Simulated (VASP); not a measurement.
Input of a VASP 6.6.1 run:

Contents of INCAR:

```
SYSTEM = Al3Co2
PREC = Accurate
ENCUT = 400
EDIFF = 1E-6
ISMEAR = -1
SIGMA = 0.1137
LREAL = Auto
LASPH = .True.
NELM = 120
ALGO = Normal
ISIF = 2
LWAVE = .False.
LCHARG = .False.
GGA = PE
ISYM = -1
NBANDS = 70
GGA_COMPAT = .False.
```

Contents of KPOINTS:

```
explicit points
1
Reciprocal
  0.25000000   0.25000000   0.25000000 1
```

File POSCAR:

```
Al3Co2
1.0
    6.8856700000      0.2998370000     -0.1355360000
    0.2998370000      6.3232090000      0.0556060000
   -0.1355360000      0.0556060000      6.4305730000
Al Co
12 8
Direct
    0.5488602308      0.2692956105      0.9017546132
    0.9276020044      0.6386177484     -0.0748102095
    0.5304863248      0.3296859792      0.5066759177
    0.7005834500      0.7382697040      0.3641247916
    0.3944114674      0.9881153888      0.5904170295
    0.1728027705      0.3350442576      0.3630807901
    0.9242740795      0.9677477276      0.6959912953
    0.4331911694      0.7570980599      1.0606587941
    0.0925688919      0.8733125581      0.2071645869
   -0.0798167571      0.2364031300      0.0206923277
    0.8912813942      0.3700765227      0.5814779243
    0.2283253118      0.6429493209      0.7073821352
    0.7671907849      0.9356485669      0.0281152700
    0.5958497708      0.6063375243      0.7191544346
    0.8035075356      0.1248536915      0.3356782643
    0.2650997910      0.4553127063      0.0623470796
    0.4406474214      0.1087542481      0.2266798309
    0.3484527772      0.6727170631      0.3944066556
    0.6820598536      0.4591357303      0.1246454963
    0.1973087248      0.2703434252      0.7995641631
```

Potentials or basis: VASP PAW PBE potentials, release 64 (Al, Co).

Run with:

```bash
$ cat potpaw_PBE.64/Al/POTCAR potpaw_PBE.64/Co/POTCAR > POTCAR
$ mpirun -np 1 vasp_std > vasp.out
```

(1) Predict the largest force.

(2) What does it give for the pressure?

Results:

(1) 2.842 eV/Å.

(2) 2.6 GPa.

Caveat: the atoms stand as in a frame of molecular dynamics; the run has no spin polarisation, though such a crystal can be magnetic.
